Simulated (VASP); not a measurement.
Rh: single point with r2SCAN

Crystal: Rh.

```
Rh
1.0
     2.61705    0.00000    0.00000
    -1.30853    2.26643    0.00000
     0.00000    0.00000    4.24375
Rh
2
Direct
  0.66667 0.33333 0.75000
  0.33333 0.66667 0.25000
```

```
Program                : VASP 6.6.1
Task                   : single point
Functional             : r2SCAN
Potentials or basis    : VASP PAW PBE potentials, release 64 (Rh_pv)
Cutoff                 : 520 eV
k mesh                 : 12 × 12 × 7
Occupations            : gaussian, width 0.1 eV
Spin                   : no spin polarisation
Dipole correction      : no
Further INCAR settings : ALGO = Normal; EDIFF = 1e-07; NBANDS = 22
```

The pressure is 33.3 GPa and the band gap on the k mesh is zero (band 15 reaches 14.30 eV, above the bottom of band 16 at 11.44 eV).

Stress tensor (GPa, compression positive):
```
33.14  0.00  0.00
 0.00 33.14  0.00
 0.00  0.00 33.69
```

Levels at points of the mesh, in eV from the Fermi level:
```tsv
k point	band 11	band 12	band 13	band 14	band 15	band 16	band 17	band 18	band 19	band 20
(0.00, 0.00, 0.00)	-3.66	-3.04	-3.04	-2.30	-2.30	0.12	0.12	0.74	9.98	16.59
(0.50, 0.00, 0.00)	-3.26	-2.68	-2.50	0.50	0.72	0.87	3.50	5.94	11.61	12.05
```

It took 3.6 min on 1 thread of AMD EPYC 7R13, with other jobs on the host, peak memory 0.13 GiB.

Caveat: the PAW data sets were made with another functional, which shifts forces and pressure a little.
